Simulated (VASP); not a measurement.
# TiO2 (Pbcn) in VASP: a series of runs

TiO2 is run at these levels: PBE, RPBE; tasks: single point.

All numbers are computed with VASP 6.6.1; they aren't measurements. Logs are shortened: lines on timing, memory, paths and dates and some standing lists are left out, and cuts for length are marked.

## (1) The cell of the first run

It takes space group Pbcn (No. 60, orthorhombic). The conventional cell has a = 4.577 Å, b = 5.568 Å, c = 4.924 Å, α = 90.00°, β = 90.00°, γ = 90.00°. Within 2.5 Å of Ti (site symmetry 2) lie 6 O at 1.88 to 2.12 Å. Within 2.5 Å of O (site symmetry 1) lie 3 Ti at 1.88 to 2.12 Å.

## (2) Single point, PBE

Contents of INCAR:

```
PREC = Accurate
ENCUT = 520
EDIFF = 1E-6
ISMEAR = -1
SIGMA = 0.05
LREAL = False
LASPH = True
NELM = 80
ALGO = Normal
ISIF = 2
LWAVE = False
LCHARG = False
GGA = PE
NBANDS = 60
```

Contents of KPOINTS:

```
Automatic mesh
0
Gamma
  6 5 6
```

Contents of POSCAR:

```
TiO2
1.0
    4.5772433436      0.0000000000      0.0000000000
    0.0000000000      5.5678383018      0.0000000000
    0.0000000000      0.0000000000      4.9238481104
Ti O
4 8
Direct
    0.0000000000      0.1767453342      0.7500000000
    0.5000000000      0.3232546658      0.2500000000
    0.0000000000      0.8232546658      0.2500000000
    0.5000000000      0.6767453342      0.7500000000
    0.2713401823      0.3806517988      0.9189673869
    0.7713401823      0.1193482012      0.0810326131
    0.2286598177      0.1193482012      0.4189673869
    0.7286598177      0.3806517988      0.5810326131
    0.2713401823      0.6193482012      0.4189673869
    0.7713401823      0.8806517988      0.5810326131
    0.2286598177      0.8806517988      0.9189673869
    0.7286598177      0.6193482012      0.0810326131
```

Potentials or basis: VASP PAW PBE potentials, release 64 (Ti_sv, O).

Started as:

```bash
cat potpaw_PBE.64/Ti_sv/POTCAR potpaw_PBE.64/O/POTCAR > POTCAR
mpirun -np 1 vasp_std > vasp.out
```

OUTCAR:

```text
PREC = Accurate
   ENCUT = 520
   EDIFF = 1E-6
   ISMEAR = -1
   LREAL = False
   LASPH = True
   NELM = 80
   ISIF = 2
   GGA = PE

 ion  position               nearest neighbor table
   1  0.000  0.177  0.750-   5 1.88   8 1.88   7 1.96   6 1.96  10 2.12  11 2.12
   2  0.500  0.323  0.250-   6 1.88   7 1.88   5 1.96   8 1.96   9 2.12  12 2.12
   3  0.000  0.823  0.250-   9 1.88  12 1.88  11 1.96  10 1.96   6 2.12   7 2.12
   4  0.500  0.677  0.750-  10 1.88  11 1.88   9 1.96  12 1.96   5 2.12   8 2.12
   5  0.271  0.381  0.919-   1 1.88   2 1.96   4 2.12
   6  0.771  0.119  0.081-   2 1.88   1 1.96   3 2.12
   7  0.229  0.119  0.419-   2 1.88   1 1.96   3 2.12
   8  0.729  0.381  0.581-   1 1.88   2 1.96   4 2.12
   9  0.271  0.619  0.419-   3 1.88   4 1.96   2 2.12
  10  0.771  0.881  0.581-   4 1.88   3 1.96   1 2.12
  11  0.229  0.881  0.919-   4 1.88   3 1.96   1 2.12
  12  0.729  0.619  0.081-   3 1.88   4 1.96   2 2.12

  LATTYP: Found a simple orthorhombic cell.
 ALAT       =     4.5772433436
 B/A-ratio  =     1.0757234739
 C/A-ratio  =     1.2164173682

  Lattice vectors:

 A1 = (  -4.5772433436,   0.0000000000,   0.0000000000)
 A2 = (   0.0000000000,   0.0000000000,   4.9238481104)
 A3 = (   0.0000000000,   5.5678383018,   0.0000000000)

Analysis of symmetry for initial positions (statically):
=====================================================================
 Subroutine PRICEL returns:
 Original cell was already a primitive cell.

 Routine SETGRP: Setting up the symmetry group for a
 simple orthorhombic supercell.

 Subroutine GETGRP returns: Found  8 space group operations
 (whereof  2 operations were pure point group operations)
 out of a pool of  8 trial point group operations.

The static configuration has the point symmetry S_2 .
 The point group associated with its full space group is D_2h.

Analysis of symmetry for dynamics (positions and initial velocities):
=====================================================================
 Subroutine PRICEL returns:
 Original cell was already a primitive cell.

 Routine SETGRP: Setting up the symmetry group for a
 simple orthorhombic supercell.

 Subroutine GETGRP returns: Found  8 space group operations
 (whereof  2 operations were pure point group operations)
 out of a pool of  8 trial point group operations.

The dynamic configuration has the point symmetry S_2 .
 The point group associated with its full space group is D_2h.

 Subroutine INISYM returns: Found  8 space group operations
 (whereof  2 operations are pure point group operations),
 and found     1 'primitive' translations

----------------------------------------------------------------------------------------

                                     Primitive cell

  volume of cell :     125.4860

  direct lattice vectors                    reciprocal lattice vectors
     4.577243344  0.000000000  0.000000000     0.218472108  0.000000000  0.000000000
     0.000000000  5.567838302  0.000000000     0.000000000  0.179602917  0.000000000
     0.000000000  0.000000000  4.923848110     0.000000000  0.000000000  0.203093186

  length of vectors
     4.577243344  5.567838302  4.923848110     0.218472108  0.179602917  0.203093186

  position of ions in fractional coordinates (direct lattice)
     0.000000000  0.176745334  0.750000000
     0.500000000  0.323254666  0.250000000
     0.000000000  0.823254666  0.250000000
     0.500000000  0.676745334  0.750000000
     0.271340182  0.380651799  0.918967387
     0.771340182  0.119348201  0.081032613
     0.228659818  0.119348201  0.418967387
     0.728659818  0.380651799  0.581032613
     0.271340182  0.619348201  0.418967387
     0.771340182  0.880651799  0.581032613
     0.228659818  0.880651799  0.918967387
     0.728659818  0.619348201  0.081032613

  ion indices of the primitive-cell ions
   primitive index   ion index
                 1           1
                 2           2
                 3           3
                 4           4
                 5           5
                 6           6
                 7           7
                 8           8
                 9           9
                10          10
                11          11
                12          12

----------------------------------------------------------------------------------------

 KPOINTS: Automatic mesh

Automatic generation of k-mesh.
 Grid dimensions read from file:
 generate k-points for:    6    5    6

 Generating k-lattice:

  Cartesian coordinates                     Fractional coordinates (reciprocal lattice)
     0.036412018  0.000000000  0.000000000     0.166666667  0.000000000  0.000000000
     0.000000000  0.035920583  0.000000000     0.000000000  0.200000000  0.000000000
     0.000000000  0.000000000  0.033848864     0.000000000  0.000000000  0.166666667

  Length of vectors
     0.036412018  0.035920583  0.033848864

  Shift w.r.t. Gamma in fractional coordinates (k-lattice)
     0.000000000  0.000000000  0.000000000

 Subroutine IBZKPT returns following result:
 ===========================================

 Found     48 irreducible k-points:

 Following reciprocal coordinates:
            Coordinates               Weight
  0.000000  0.000000  0.000000      1.000000
  0.166667  0.000000  0.000000      2.000000
  0.333333  0.000000  0.000000      2.000000
  0.500000  0.000000  0.000000      1.000000
  0.000000  0.200000  0.000000      2.000000
  0.166667  0.200000  0.000000      4.000000
[... 16 lines left out ...]
  0.333333  0.400000  0.166667      8.000000
  0.500000  0.400000  0.166667      4.000000
 [... further k-points ...]
   k-points           NKPTS =     48   k-points in BZ     NKDIM =     48   number of bands    NBANDS=     60
   number of dos      NEDOS =    301   number of ions     NIONS =     12
   total plane-waves  NPLWV =  60480
   dimension x,y,z NGX =    36 NGY =   42 NGZ =   40
   dimension x,y,z NGXF=    72 NGYF=   84 NGZF=   80
   ions per type =               4   8
   NGX,Y,Z   is equivalent  to a cutoff of  13.08, 12.54, 13.51 a.u.
   NGXF,Y,Z  is equivalent  to a cutoff of  26.15, 25.08, 27.01 a.u.
 SYSTEM =  unknown system
   PREC   = accura    normal or accurate (medium, high low for compatibility)
   ISTART =      0    job   : 0-new  1-cont  2-samecut
   ICHARG =      2    charge: 1-file 2-atom 10-const
   ISPIN  =      1    spin polarized calculation?
   LNONCOLLINEAR =      F non collinear calculations
   LSORBIT =      F    spin-orbit coupling
   LASPH  =      T    aspherical Exc in radial PAW
   ENCUT  =  520.0 eV  38.22 Ry    6.18 a.u.   8.51 10.35  9.16*2*pi/ulx,y,z
   NELM   =     80;   NELMIN=  2; NELMDL= -5     # of ELM steps
   EDIFF  = 0.1E-05   stopping-criterion for ELM
   LREAL  =      F    real-space projection
   EDIFFG = 0.1E-04   stopping-criterion for IOM
   NSW    =      0    number of steps for IOM
   IBRION =     -1    ionic relax: 0-MD 1-quasi-New 2-CG
   NFREE  =      0    steps in history (QN), initial steepest desc. (CG)
   ISIF   =      2    stress and relaxation
   ISYM   =      2    0-nonsym 1-usesym 2-fastsym
   POTIM  = 0.5000    time-step for ionic-motion
   TEBEG  =    0.0;   TEEND  =   0.0 temperature during run
   PSTRESS=    0.0 pullay stress
   NELECT =      96.0000    total number of electrons
   NUPDOWN=      -1.0000    fix difference up-down
   EMIN   =  10.00;   EMAX   =-10.00  energy-range for DOS
   EFERMI =   0.00;   METHOD = LEGACY
   ISMEAR =    -1;   SIGMA  =   0.05  broadening in eV -4-tet -1-fermi 0-gaus
   EFERMI_NEDOS =   21; number of points for ismear=-14 and -15
   IALGO  =     38    algorithm
   IMIX   =      4    mixing-type and parameters
     AMIX     =   0.40;   BMIX     =  1.00
     AMIX_MAG =   1.60;   BMIX_MAG =  1.00
  volume/ion in A,a.u.               =      10.46        70.57
  Fermi-wavevector in a.u.,A,eV,Ry     =   1.497270  2.829430 30.501783  2.241818
  Thomas-Fermi vector in A             =   2.609180
   LORBIT       =      0    0 simple, 1 ext, 2 COOP (PROOUT), +10 PAW based schemes
   GGA     = PE    functional components
   LHFCALC =     F    Hartree Fock is set to
   AEXX    =    0.0000 exact exchange contribution
   IVDW    =     0    specifies the selected vdW correction
   LEPSILON=     F    determine dielectric tensor
   LRPA    =     F    only Hartree local field effects (RPA)
 non-spin polarized calculation
  energy-cutoff  :      520.00
  volume of cell :      125.49
 maximum number of plane-waves:      3412
 NGX is ok and might be reduce to    36
   NGX = 17   NGY = 21   NGZ = 19

 number of electron      95.9999992 magnetization

 Free energy of the ion-electron system (eV)
  ---------------------------------------------------
  ext. energy  EPLUGINS =         0.00000000
  ---------------------------------------------------
  free energy    TOTEN  =      -107.40759999 eV

  energy without entropy =     -107.40759999  energy(sigma->0) =     -107.40759999

 E-fermi :   5.6395     XC(G=0): -11.4213

 val. band max:        4.4249908588   @ k =   0.0000   0.0000   0.0000
 cond. band min:       7.0181191094   @ k =   0.0000   0.0000   0.5000
 fundamental gap:      2.5931282506
 Fermi energy:         5.6394520253

 k-point     1 :       0.0000    0.0000    0.0000
  band No.  band energies     occupation
      1     -52.0327      2.00000
      2     -52.0123      2.00000
      3     -52.0074      2.00000
      4     -52.0013      2.00000
      5     -28.4438      2.00000
      6     -28.3794      2.00000
[... 52 lines left out ...]
     59       8.7995      0.00000
     60       9.0547      0.00000

 k-point     2 :       0.1667    0.0000    0.0000
  band No.  band energies     occupation
      1     -52.0314      2.00000
      2     -52.0136      2.00000
      3     -52.0070      2.00000
      4     -52.0017      2.00000
      5     -28.4335      2.00000
      6     -28.3739      2.00000
[... 1375 lines left out ...]
     59       8.5778      0.00000
     60       8.6785      0.00000

 k-point    24 :       0.5000    0.4000    0.1667
  band No.  band energies     occupation
      1     -52.0211      2.00000
      2     -52.0211      2.00000
      3     -52.0057      2.00000
      4     -52.0057      2.00000
      5     -28.3975      2.00000
      6     -28.3975      2.00000
[... 52 lines left out ...]
     59       8.4676      0.00000
     60       8.4676      0.00000

 [... further k-points ...]
[... 5 lines left out ...]
  --------------------------------------------------------------------------------------
  -------------------------------------------------------------------------------------
  Total        0.7259971      0.6537049      0.7553516      0.0000000      0.0000000     -0.0000000
  in kB        9.2693703      8.3463586      9.6441620      0.0000000      0.0000000     -0.0000000
  external PRESSURE =       9.0866303 kB  Pullay stress =       0.0000000 kB

 VOLUME and BASIS-vectors are now :
 -----------------------------------------------------------------------------
  energy-cutoff  :      520.00
  volume of cell :      125.49
      direct lattice vectors                 reciprocal lattice vectors
     4.577243344  0.000000000  0.000000000     0.218472108  0.000000000  0.000000000
     0.000000000  5.567838302  0.000000000     0.000000000  0.179602917  0.000000000
     0.000000000  0.000000000  4.923848110     0.000000000  0.000000000  0.203093186

 POSITION                                       TOTAL-FORCE (eV/Angst)
 -----------------------------------------------------------------------------------
      0.00000      0.98409      3.69289         0.000000     -0.016335      0.000000
      2.28862      1.79983      1.23096         0.000000      0.016335      0.000000
      0.00000      4.58375      1.23096         0.000000      0.016335      0.000000
      2.28862      3.76801      3.69289         0.000000     -0.016335      0.000000
      1.24199      2.11941      4.52486        -0.000127      0.018478     -0.003247
      3.53061      0.66451      0.39899        -0.000127     -0.018478      0.003247
      1.04663      0.66451      2.06293         0.000127     -0.018478     -0.003247
      3.33525      2.11941      2.86092         0.000127      0.018478      0.003247
      1.24199      3.44843      2.06293        -0.000127     -0.018478     -0.003247
      3.53061      4.90333      2.86092        -0.000127      0.018478      0.003247
      1.04663      4.90333      4.52486         0.000127      0.018478     -0.003247
      3.33525      3.44843      0.39899         0.000127     -0.018478      0.003247
 -----------------------------------------------------------------------------------
    total drift:                               -0.000000      0.000000     -0.000000

  FREE ENERGIE OF THE ION-ELECTRON SYSTEM (eV)
  ---------------------------------------------------
  free  energy   TOTEN  =      -107.4075999884 eV

  energy  without entropy=     -107.4075999884  energy(sigma->0) =     -107.40759999
```

It took 5.5 min on 1 thread of Intel Xeon Platinum 8488C (Sapphire Rapids), shared host; peak memory 0.39 GiB.

Results:

- Free energy: -107.4076 eV
- Pressure: 0.9 GPa
- Largest force: 0.019 eV/Å
- Band gap on the k mesh: 2.59 eV, indirect (least direct gap 2.64 eV)

Forces on the atoms (eV/Å):
```
Ti   0.000 -0.016  0.000
Ti   0.000  0.016  0.000
Ti   0.000  0.016  0.000
Ti   0.000 -0.016  0.000
O    0.000  0.018 -0.003
O    0.000 -0.018  0.003
O    0.000 -0.018 -0.003
O    0.000  0.018  0.003
O    0.000 -0.018 -0.003
O    0.000  0.018  0.003
O    0.000  0.018 -0.003
O    0.000 -0.018  0.003
```

Stress tensor (GPa, compression positive):
```
0.93 0.00 0.00
0.00 0.83 0.00
0.00 0.00 0.96
```

## (3) Single point, PBE

Contents of INCAR:

```
ALGO = Normal
EDIFF = 1E-6
ENCUT = 520
GGA = PE
ISIF = 2
ISMEAR = -1
LASPH = T
LCHARG = T
LELF = T
LREAL = F
LVHAR = T
LWAVE = F
NBANDS = 60
NELM = 80
PREC = Accurate
SIGMA = 0.05
```

Contents of KPOINTS:

```
k-points
0
Gamma
  6 5 6
```

Contents of POSCAR:

```
TiO2
1.0
    4.5781547567      0.0000000000      0.0000000000
    0.0000000000      5.5711892051      0.0000000000
    0.0000000000      0.0000000000      4.9230843571
Ti O
4 8
Direct
    0.0000000000      0.1771909806      0.7500000000
    0.5000000000      0.3228090194      0.2500000000
    0.0000000000      0.8228090194      0.2500000000
    0.5000000000      0.6771909806      0.7500000000
    0.2712281504      0.3804940042      0.9189875292
    0.7712281504      0.1195059958      0.0810124708
    0.2287718496      0.1195059958      0.4189875292
    0.7287718496      0.3804940042      0.5810124708
    0.2712281504      0.6195059958      0.4189875292
    0.7712281504      0.8804940042      0.5810124708
    0.2287718496      0.8804940042      0.9189875292
    0.7287718496      0.6195059958      0.0810124708
```

Potentials or basis: VASP PAW PBE potentials, release 64 (Ti_sv, O).

Started as:

```bash
cat potpaw_PBE.64/Ti_sv/POTCAR potpaw_PBE.64/O/POTCAR > POTCAR
mpirun -np 1 vasp_std > vasp.out
```

Wall time 4.8 min (1 thread of Intel Xeon Platinum 8488C (Sapphire Rapids), shared host); peak memory 0.39 GiB.

The run converged. Its results:

```
Free energy            : -107.4077 eV
Pressure               : 0.8 GPa
Largest force          : 0.035 eV/Å
Band gap on the k mesh : 2.60 eV, indirect (least direct gap 2.64 eV)
```

Forces in eV/Å, atoms in the order of the input:
```
Ti   0.000 -0.035  0.000
Ti   0.000  0.035  0.000
Ti   0.000  0.035  0.000
Ti   0.000 -0.035  0.000
O    0.009  0.031 -0.001
O    0.009 -0.031  0.001
O   -0.009 -0.031 -0.001
O   -0.009  0.031  0.001
O    0.009 -0.031 -0.001
O    0.009  0.031  0.001
O   -0.009  0.031 -0.001
O   -0.009 -0.031  0.001
```

Stress tensor (GPa, compression positive):
```
0.87 0.00 0.00
0.00 0.75 0.00
0.00 0.00 0.92
```

Levels at points of the mesh, in eV from the valence-band top:
| k point | band 46 | band 47 | band 48 | band 49 | band 50 | band 51 |
| --- | --- | --- | --- | --- | --- | --- |
| (0.00, 0.00, 0.00) | -0.42 | -0.01 | 0.00 | 2.64 | 2.66 | 2.78 |
| (0.50, 0.00, 0.00) | -0.51 | -0.23 | -0.23 | 3.08 | 3.08 | 3.22 |
| (0.00, 0.00, 0.50) | -0.39 | -0.29 | -0.29 | 2.60 | 2.60 | 3.02 |
| (0.50, 0.00, 0.50) | -0.50 | -0.50 | -0.50 | 2.96 | 2.96 | 2.96 |

(Continued in part 2 of 2.)
